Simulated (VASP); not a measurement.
Input of a VASP 6.6.1 run:

File INCAR:

```
  PREC = Accurate
  ENCUT = 600
  EDIFF = 1E-6
  ISMEAR = 0
  SIGMA = 0.02
  LREAL = False
  LASPH = True
  NELM = 80
  ALGO = Normal
  ISIF = 3
  LWAVE = False
  LCHARG = False
  GGA = PE
  IBRION = 2
  NSW = 100
  EDIFFG = -0.01
```

File KPOINTS:

```
regular mesh
0
Gamma
  8 8 8
```

The input POSCAR:

```
BeS
1.0
    0.0000000000      2.4249999500      2.4249999500
    2.4249999500      0.0000000000      2.4249999500
    2.4249999500      2.4249999500      0.0000000000
Be S
1 1
Direct
    0.0000000000      0.0000000000      0.0000000000
    0.2500000000      0.2500000000      0.2500000000
```

Potentials or basis: VASP PAW PBE potentials, release 64 (Be, S).

Run with:

```bash
$ cat potpaw_PBE.64/Be/POTCAR potpaw_PBE.64/S/POTCAR > POTCAR
$ mpirun -np 1 vasp_std > vasp.out
```

(1) Predict the space group after relaxing (to 0.05 Å).

(2) Estimate the band gap on the k mesh.

(3) What does it give for the relaxed volume?

(4) Predict the relaxed cell.

Answers

(1) F-43m (No. 216).

(2) 3.15 eV, indirect (least direct gap 5.68 eV).

(3) 14.50 Å³/atom.

(4) a = 3.448 Å, b = 3.448 Å, c = 3.448 Å, α = 60.00°, β = 60.00°, γ = 60.00°.
